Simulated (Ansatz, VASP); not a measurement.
## Al: VASP beside Ansatz

```
Al
1.0
     0.00000    1.99136    1.99136
     1.99136    0.00000    1.99136
     1.99136    1.99136    0.00000
Al
1
Direct
  0.00000 0.00000 0.00000
```

Alike in both runs: functional PBE; dispersion D3(BJ); k mesh 18 × 18 × 18; occupations gaussian, width 0.1 eV; no spin polarisation.

Ansatz relaxed the structure, and its values are those at the end. VASP's run is a single point on that final structure, the one shown.

|  | VASP | Ansatz |
| --- | --- | --- |
| version | VASP 6.6.1 | Ansatz 0.2.0 |
| potentials or method | VASP PAW PBE potentials, release 64 (Al), cutoff 520 eV | scalar-relativistic, plane waves, PAW |
| valence electrons in the cell | 3 | 3 |

```tsv
	VASP	Ansatz	Ansatz less VASP
gap on the k mesh at the Fermi level (eV)	none	none	-
pressure (GPa)	-0.1	0.0	+0.04
```

A gap of «none» marks a metal or a gap that the smearing closes.
